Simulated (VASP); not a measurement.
# Ti (P6_3/mmc) in VASP: further runs, part 2 of 3

VASP 6.6.1. Earlier steps stand in the parts before.

## (3) Single point, LDA

This run uses another cell than the first one, of the same volume but with other edges.

INCAR reads:

```
SYSTEM = Ti
ALGO = Fast
EDIFF = 1E-7
ENCUT = 520
ISIF = 2
ISMEAR = 0
LASPH = .TRUE.
LCHARG = .FALSE.
LREAL = .FALSE.
LWAVE = .FALSE.
NBANDS = 19
NELM = 80
PREC = Accurate
SIGMA = 0.15
```

KPOINTS reads:

```
k-points
0
G
  21 21 12
  0 0 0
```

POSCAR reads:

```
Ti
1.0
    2.9904138122      0.0000000000      0.0000000000
   -1.4952069061      2.5897743292      0.0000000000
    0.0000000000      0.0000000000      4.5601917682
Ti
2
Direct
    0.3333333333      0.6666666667      0.2500000000
    0.6666666667      0.3333333333      0.7500000000
```

Potentials or basis: VASP PAW LDA potentials, release 64 (Ti_sv).

Started as:

```
> cat potpaw_LDA.64/Ti_sv/POTCAR > POTCAR
> mpirun -np 1 vasp_std > vasp.out
```

OUTCAR:

```text
SYSTEM = Ti
   EDIFF = 1E-7
   ENCUT = 520
   ISIF = 2
   ISMEAR = 0
   LASPH = .TRUE.
   LREAL = .FALSE.
   NELM = 80
   PREC = Accurate

 ion  position               nearest neighbor table
   1  0.333  0.667  0.250-   2 2.86   2 2.86   2 2.86   2 2.86   2 2.86   2 2.86
   2  0.667  0.333  0.750-   1 2.86   1 2.86   1 2.86   1 2.86   1 2.86   1 2.86

  LATTYP: Found a hexagonal cell.
 ALAT       =     2.9904138122
 C/A-ratio  =     1.5249366993

  Lattice vectors:

 A1 = (   2.9904138122,   0.0000000000,   0.0000000000)
 A2 = (  -1.4952069061,   2.5897743292,   0.0000000000)
 A3 = (   0.0000000000,   0.0000000000,   4.5601917682)

Analysis of symmetry for initial positions (statically):
=====================================================================
 Subroutine PRICEL returns:
 Original cell was already a primitive cell.

 Routine SETGRP: Setting up the symmetry group for a
 hexagonal supercell.

 Subroutine GETGRP returns: Found 24 space group operations
 (whereof 12 operations were pure point group operations)
 out of a pool of 24 trial point group operations.

The static configuration has the point symmetry D_3d.
 The point group associated with its full space group is D_6h.

Analysis of symmetry for dynamics (positions and initial velocities):
=====================================================================
 Subroutine PRICEL returns:
 Original cell was already a primitive cell.

 Routine SETGRP: Setting up the symmetry group for a
 hexagonal supercell.

 Subroutine GETGRP returns: Found 24 space group operations
 (whereof 12 operations were pure point group operations)
 out of a pool of 24 trial point group operations.

The dynamic configuration has the point symmetry D_3d.
 The point group associated with its full space group is D_6h.

 Subroutine INISYM returns: Found 24 space group operations
 (whereof 12 operations are pure point group operations),
[... 112 lines left out ...]
   EFERMI_NEDOS =   21; number of points for ismear=-14 and -15
   IALGO  =     68    algorithm
   IMIX   =      4    mixing-type and parameters
     AMIX     =   0.40;   BMIX     =  1.00
     AMIX_MAG =   1.60;   BMIX_MAG =  1.00
  volume/ion in A,a.u.               =      17.66       119.16
  Fermi-wavevector in a.u.,A,eV,Ry     =   1.439306  2.719894 28.185854  2.071602
  Thomas-Fermi vector in A             =   2.558176
   LORBIT       =      0    0 simple, 1 ext, 2 COOP (PROOUT), +10 PAW based schemes
   GGA     = CA    functional components
   LHFCALC =     F    Hartree Fock is set to
   AEXX    =    0.0000 exact exchange contribution
   IVDW    =     0    specifies the selected vdW correction
   LEPSILON=     F    determine dielectric tensor
   LRPA    =     F    only Hartree local field effects (RPA)
 non-spin polarized calculation
 RMM-DIIS sequential band-by-band and
 Gauss-broadening in eV      SIGMA  =   0.15
  energy-cutoff  :      520.00
  volume of cell :       35.32
 maximum number of plane-waves:      1001
 NGX is ok and might be reduce to    24

 number of electron      24.0000012 magnetization

 Free energy of the ion-electron system (eV)
  ---------------------------------------------------
  ext. energy  EPLUGINS =         0.00000000
  ---------------------------------------------------
  free energy    TOTEN  =       -16.99096568 eV

  energy without entropy =      -16.96556725  energy(sigma->0) =      -16.97826646

 E-fermi :   7.9202     XC(G=0): -11.7035

 val. band max:        7.9152858036   @ k =   0.2857   0.1905   0.5000
 cond. band min:       7.9283489727   @ k =   0.0952   0.0952   0.3333
 fundamental gap:      0.0130631691
 Fermi energy:         7.9201680249

 k-point     1 :       0.0000    0.0000    0.0000
  band No.  band energies     occupation
      1     -48.2838      2.00000
      2     -48.1287      2.00000
      3     -25.2744      2.00000
      4     -24.6429      2.00000
      5     -24.6429      2.00000
      6     -24.5284      2.00000
[... 505 lines left out ...]
      6     -24.6782      2.00000
[... 11 lines left out ...]
     18      10.2407      0.00000
     19      11.2637      0.00000

 [... further k-points ...]

------------------------ aborting loop because EDIFF is reached ----------------------------------------

  FORCE on cell =-STRESS in cart. coord.  units (eV):
  Direction    XX          YY          ZZ          XY          YZ          ZX
  --------------------------------------------------------------------------------------
  -------------------------------------------------------------------------------------
  Total       -2.3914491     -2.3914491     -1.6750675      0.0000000      0.0000000      0.0000000
  in kB     -108.4914226   -108.4914226    -75.9917751      0.0000000      0.0000000      0.0000000
  external PRESSURE =     -97.6582068 kB  Pullay stress =       0.0000000 kB

 VOLUME and BASIS-vectors are now :
 -----------------------------------------------------------------------------
  energy-cutoff  :      520.00
  volume of cell :       35.32
      direct lattice vectors                 reciprocal lattice vectors
     2.990413812  0.000000000  0.000000000     0.334401880  0.193067015  0.000000000
    -1.495206906  2.589774329  0.000000000     0.000000000  0.386134031  0.000000000
     0.000000000  0.000000000  4.560191768     0.000000000  0.000000000  0.219289024

 POSITION                                       TOTAL-FORCE (eV/Angst)
 -----------------------------------------------------------------------------------
     -0.00000      1.72652      1.14005        -0.000000     -0.000000      0.000000
      1.49521      0.86326      3.42014         0.000000      0.000000      0.000000
 -----------------------------------------------------------------------------------
    total drift:                               -0.000000      0.000000     -0.000000

  FREE ENERGIE OF THE ION-ELECTRON SYSTEM (eV)
  ---------------------------------------------------
  free  energy   TOTEN  =       -16.9909656833 eV

  energy  without entropy=      -16.9655672463  energy(sigma->0) =      -16.97826646
```

stdout:

```text
POSCAR found type information on POSCAR Ti
 POSCAR found :  1 types and       2 ions
[... 68 lines left out ...]
 num prob  num prob  num prob  num prob RMM:  35    -0.169992896306E+02   -0.58180E-06   -0.67737E-06 16791   0.117E-02    0.765E-03
 num prob  num prob  num prob  num prob  num prob  num prob  num prob  num prob  num prob  num prob  num prob  num prob  num prob  num prob  num prob  num prob  num prob  num prob  num prob  num prob  num prob  num prob  num prob  num prob  num prob  num prob  num prob  num prob  num prob  num prob  num prob  num prob  num prob  num prob  num prob  num prob  num prob  num prob  num prob  num prob WARNING in EDDRMM: call to ZHEGV failed, returncode =   6  3      4
 num prob  num prob  num prob  num prob  num prob  num prob  num prob  num prob  num prob  num prob  num prob  num prob  num prob  num prob  num prob  num prob  num prob  num prob  num prob  num prob  num prob  num prob  num prob  num prob WARNING in EDDRMM: call to ZHEGV failed, returncode =
```

It took 9.2 min on 1 thread of AMD EPYC 9R45 (Zen 5), shared host; peak memory 0.26 GiB.

What came out:

```
Free energy            : -16.9910 eV
Pressure               : -9.8 GPa
Band gap on the k mesh : zero (bands 12 and 13 overlap by 1.03 eV)
```

Stress tensor (GPa, compression positive):
```
-10.85   0.00   0.00
  0.00 -10.85   0.00
  0.00   0.00  -7.60
```

Levels at points of the mesh, in eV from the Fermi level:
```
           k point  band 9  band 10  band 11  band 12  band 13  band 14  band 15  band 16
(0.00, 0.00, 0.00)   -6.09    -2.62     0.68     0.68     1.08     1.19     1.23     1.23
(0.00, 0.00, 0.50)   -4.17    -4.17     0.23     0.23     0.52     0.52     0.52     0.52
```

Caveat: the cell stands under tension.

## (4) Single point, LDA

This run uses another cell than the first one, of the same volume but with other edges.

INCAR reads:

```
SYSTEM = Ti
ALGO     = Fast           ! electronic algorithm
EDIFF    = 1E-6           ! SCF threshold, eV
ENCUT    = 520            ! plane-wave cutoff, eV
GGA      = CA             ! functional
ISIF     = 2              ! what is computed and relaxed
ISMEAR   = 0              ! smearing method
LASPH    = .TRUE.         ! aspherical terms in the spheres
LCHARG   = .FALSE.        ! write CHGCAR
LREAL    = .FALSE.        ! projectors in reciprocal space
LWAVE    = .FALSE.        ! write WAVECAR
NBANDS   = 19             ! bands
NELM     = 60             ! most SCF steps
PREC     = Accurate       ! precision mode
SIGMA    = 0.15           ! smearing width, eV
```

KPOINTS is that of step 3.

POSCAR reads:

```
Ti
1.0
    2.9024089280      0.0000000000      0.0000000000
   -1.4512044640      2.5135598638      0.0000000000
    0.0000000000      0.0000000000      4.8409264427
Ti
2
Direct
    0.3333333333      0.6666666667      0.2500000000
    0.6666666667      0.3333333333      0.7500000000
```

Potentials or basis: VASP PAW LDA potentials, release 64 (Ti_sv).

Started as:

```
> cat potpaw_LDA.64/Ti_sv/POTCAR > POTCAR
> mpirun -np 1 vasp_std > vasp.out
```

OUTCAR:

```text
SYSTEM = Ti
   EDIFF = 1E-6
   ENCUT = 520
   GGA = CA
   ISIF = 2
   ISMEAR = 0
   LASPH = .TRUE.
   LREAL = .FALSE.
   NELM = 60
   PREC = Accurate

 ion  position               nearest neighbor table
   1  0.333  0.667  0.250-
   2  0.667  0.333  0.750-

  LATTYP: Found a hexagonal cell.
 ALAT       =     2.9024089280
 C/A-ratio  =     1.6678995148

  Lattice vectors:

 A1 = (   2.9024089280,   0.0000000000,   0.0000000000)
 A2 = (  -1.4512044640,   2.5135598638,   0.0000000000)
 A3 = (   0.0000000000,   0.0000000000,   4.8409264427)

Analysis of symmetry for initial positions (statically):
=====================================================================
 Subroutine PRICEL returns:
 Original cell was already a primitive cell.

 Routine SETGRP: Setting up the symmetry group for a
 hexagonal supercell.

 Subroutine GETGRP returns: Found 24 space group operations
 (whereof 12 operations were pure point group operations)
 out of a pool of 24 trial point group operations.

The static configuration has the point symmetry D_3d.
 The point group associated with its full space group is D_6h.

Analysis of symmetry for dynamics (positions and initial velocities):
=====================================================================
 Subroutine PRICEL returns:
 Original cell was already a primitive cell.

 Routine SETGRP: Setting up the symmetry group for a
 hexagonal supercell.

 Subroutine GETGRP returns: Found 24 space group operations
 (whereof 12 operations were pure point group operations)
 out of a pool of 24 trial point group operations.

The dynamic configuration has the point symmetry D_3d.
 The point group associated with its full space group is D_6h.

 Subroutine INISYM returns: Found 24 space group operations
 (whereof 12 operations are pure point group operations),
 and found     1 'primitive' translations

----------------------------------------------------------------------------------------

                                     Primitive cell

  volume of cell :      35.3164

  direct lattice vectors                    reciprocal lattice vectors
     2.902408928  0.000000000  0.000000000     0.344541388  0.198921063  0.000000000
    -1.451204464  2.513559864  0.000000000     0.000000000  0.397842126  0.000000000
     0.000000000  0.000000000  4.840926443     0.000000000  0.000000000  0.206572030

  length of vectors
     2.902408928  2.902408928  4.840926443     0.397842126  0.397842126  0.206572030

  position of ions in fractional coordinates (direct lattice)
     0.333333333  0.666666667  0.250000000
     0.666666667  0.333333333  0.750000000

  ion indices of the primitive-cell ions
   primitive index   ion index
                 1           1
                 2           2

----------------------------------------------------------------------------------------

 KPOINTS: k-points

Automatic generation of k-mesh.
 Grid dimensions read from file:
 generate k-points for:   21   21   12

 Generating k-lattice:

  Cartesian coordinates                     Fractional coordinates (reciprocal lattice)
     0.016406733  0.009472432  0.000000000     0.047619048 -0.000000000  0.000000000
     0.000000000  0.018944863  0.000000000     0.000000000  0.047619048  0.000000000
     0.000000000  0.000000000  0.017214336     0.000000000  0.000000000  0.083333333

  Length of vectors
     0.018944863  0.018944863  0.017214336

  Shift w.r.t. Gamma in fractional coordinates (k-lattice)
     0.000000000  0.000000000  0.000000000

 Subroutine IBZKPT returns following result:
 ===========================================

 Found    336 irreducible k-points:

 Following reciprocal coordinates:
            Coordinates               Weight
  0.000000  0.000000  0.000000      1.000000
  0.047619 -0.000000  0.000000      6.000000
  0.095238 -0.000000  0.000000      6.000000
  0.142857 -0.000000  0.000000      6.000000
  0.190476 -0.000000  0.000000      6.000000
  0.238095 -0.000000  0.000000      6.000000
[... 16 lines left out ...]
  0.142857  0.095238  0.000000     12.000000
  0.190476  0.095238  0.000000     12.000000
 [... further k-points ...]
   k-points           NKPTS =    336   k-points in BZ     NKDIM =    336   number of bands    NBANDS=     19
   number of dos      NEDOS =    301   number of ions     NIONS =      2
   total plane-waves  NPLWV =  20736
   dimension x,y,z NGX =    24 NGY =   24 NGZ =   36
   dimension x,y,z NGXF=    48 NGYF=   48 NGZF=   72
   ions per type =               2
   NGX,Y,Z   is equivalent  to a cutoff of  13.75, 13.75, 12.36 a.u.
   NGXF,Y,Z  is equivalent  to a cutoff of  27.49, 27.49, 24.73 a.u.
 SYSTEM =  Ti
   PREC   = accura    normal or accurate (medium, high low for compatibility)
   ISTART =      0    job   : 0-new  1-cont  2-samecut
   ICHARG =      2    charge: 1-file 2-atom 10-const
   ISPIN  =      1    spin polarized calculation?
   LNONCOLLINEAR =      F non collinear calculations
   LSORBIT =      F    spin-orbit coupling
   LASPH  =      T    aspherical Exc in radial PAW
   ENCUT  =  520.0 eV  38.22 Ry    6.18 a.u.   5.40  5.40  9.00*2*pi/ulx,y,z
   NELM   =     60;   NELMIN=  2; NELMDL= -5     # of ELM steps
   EDIFF  = 0.1E-05   stopping-criterion for ELM
   LREAL  =      F    real-space projection
   EDIFFG = 0.1E-04   stopping-criterion for IOM
   NSW    =      0    number of steps for IOM
   IBRION =     -1    ionic relax: 0-MD 1-quasi-New 2-CG
   NFREE  =      0    steps in history (QN), initial steepest desc. (CG)
   ISIF   =      2    stress and relaxation
   ISYM   =      2    0-nonsym 1-usesym 2-fastsym
   POTIM  = 0.5000    time-step for ionic-motion
   TEBEG  =    0.0;   TEEND  =   0.0 temperature during run
   PSTRESS=    0.0 pullay stress
   NELECT =      24.0000    total number of electrons
   NUPDOWN=      -1.0000    fix difference up-down
   EMIN   =  10.00;   EMAX   =-10.00  energy-range for DOS
   EFERMI =   0.00;   METHOD = LEGACY
   ISMEAR =     0;   SIGMA  =   0.15  broadening in eV -4-tet -1-fermi 0-gaus
   EFERMI_NEDOS =   21; number of points for ismear=-14 and -15
   IALGO  =     68    algorithm
   IMIX   =      4    mixing-type and parameters
     AMIX     =   0.40;   BMIX     =  1.00
     AMIX_MAG =   1.60;   BMIX_MAG =  1.00
  volume/ion in A,a.u.               =      17.66       119.16
  Fermi-wavevector in a.u.,A,eV,Ry     =   1.439306  2.719894 28.185854  2.071602
  Thomas-Fermi vector in A             =   2.558176
   LORBIT       =      0    0 simple, 1 ext, 2 COOP (PROOUT), +10 PAW based schemes
   GGA     = CA    functional components
   LHFCALC =     F    Hartree Fock is set to
   AEXX    =    0.0000 exact exchange contribution
   IVDW    =     0    specifies the selected vdW correction
   LEPSILON=     F    determine dielectric tensor
   LRPA    =     F    only Hartree local field effects (RPA)
 non-spin polarized calculation
 RMM-DIIS sequential band-by-band and
 Gauss-broadening in eV      SIGMA  =   0.15
  energy-cutoff  :      520.00
  volume of cell :       35.32
 maximum number of plane-waves:       978
 NGX is ok and might be reduce to    24

 number of electron      23.9999999 magnetization

 Free energy of the ion-electron system (eV)
  ---------------------------------------------------
  ext. energy  EPLUGINS =         0.00000000
  ---------------------------------------------------
  free energy    TOTEN  =       -16.98709878 eV

  energy without entropy =      -16.96140786  energy(sigma->0) =      -16.97425332

 E-fermi :   7.8928     XC(G=0): -11.7043

 val. band max:        7.8892200641   @ k =   0.3333   0.2857   0.3333
 cond. band min:       7.8965909701   @ k =   0.0952  -0.0000   0.4167
 fundamental gap:      0.0073709060
 Fermi energy:         7.8927997446

 k-point     1 :       0.0000    0.0000    0.0000
  band No.  band energies     occupation
      1     -48.2562      2.00000
      2     -48.1451      2.00000
      3     -25.1791      2.00000
      4     -24.5581      2.00000
      5     -24.5503      2.00000
      6     -24.5503      2.00000
[... 11 lines left out ...]
     18       9.7153      0.00000
     19      10.9969      0.00000
[... 485 lines left out ...]
 k-point    24 :       0.1905    0.0952    0.0000
  band No.  band energies     occupation
      1     -48.1980      2.00000
      2     -48.1158      2.00000
      3     -25.0578      2.00000
      4     -24.8036      2.00000
      5     -24.7560      2.00000
      6     -24.6241      2.00000
[... 11 lines left out ...]
     18      10.3030      0.00000
     19      11.1469      0.00000

 [... further k-points ...]

------------------------ aborting loop because EDIFF is reached ----------------------------------------

  FORCE on cell =-STRESS in cart. coord.  units (eV):
  Direction    XX          YY          ZZ          XY          YZ          ZX
  --------------------------------------------------------------------------------------
  -------------------------------------------------------------------------------------
  Total       -1.8895288     -1.8895288     -2.9606855      0.0000000     -0.0000000      0.0000000
  in kB      -85.7211095    -85.7211095   -134.3156276      0.0000000     -0.0000000      0.0000000
  external PRESSURE =    -101.9192822 kB  Pullay stress =       0.0000000 kB

 VOLUME and BASIS-vectors are now :
 -----------------------------------------------------------------------------
  energy-cutoff  :      520.00
  volume of cell :       35.32
      direct lattice vectors                 reciprocal lattice vectors
     2.902408928  0.000000000  0.000000000     0.344541388  0.198921063  0.000000000
    -1.451204464  2.513559864  0.000000000     0.000000000  0.397842126  0.000000000
     0.000000000  0.000000000  4.840926443     0.000000000  0.000000000  0.206572030

 POSITION                                       TOTAL-FORCE (eV/Angst)
 -----------------------------------------------------------------------------------
     -0.00000      1.67571      1.21023         0.000000      0.000000      0.000000
      1.45120      0.83785      3.63069        -0.000000     -0.000000      0.000000
 -----------------------------------------------------------------------------------
    total drift:                               -0.000000      0.000000     -0.000000

  FREE ENERGIE OF THE ION-ELECTRON SYSTEM (eV)
  ---------------------------------------------------
  free  energy   TOTEN  =       -16.9870987845 eV

  energy  without entropy=      -16.9614078552  energy(sigma->0) =      -16.97425332
```

It took 6.6 min on 1 thread of AMD EPYC 9R45 (Zen 5), shared host; peak memory 0.25 GiB.

What came out:

| Property | Result |
| --- | --- |
| Free energy | -16.9871 eV |
| Pressure | -10.2 GPa |
| Band gap on the k mesh | zero (bands 12 and 13 overlap by 0.85 eV) |

Stress tensor (GPa, compression positive):
```
 -8.57   0.00   0.00
  0.00  -8.57   0.00
  0.00   0.00 -13.43
```

Levels at points of the mesh, in eV from the Fermi level:
```csv
k point,band 9,band 10,band 11,band 12,band 13,band 14,band 15,band 16
"(0.00, 0.00, 0.00)",-6.06,-2.66,0.42,0.56,0.82,0.82,1.22,1.22
"(0.00, 0.00, 0.50)",-4.35,-4.35,-0.09,-0.09,0.79,0.79,0.79,0.79
```

Caveat: the cell stands under tension.

[end of part 2 of 3]
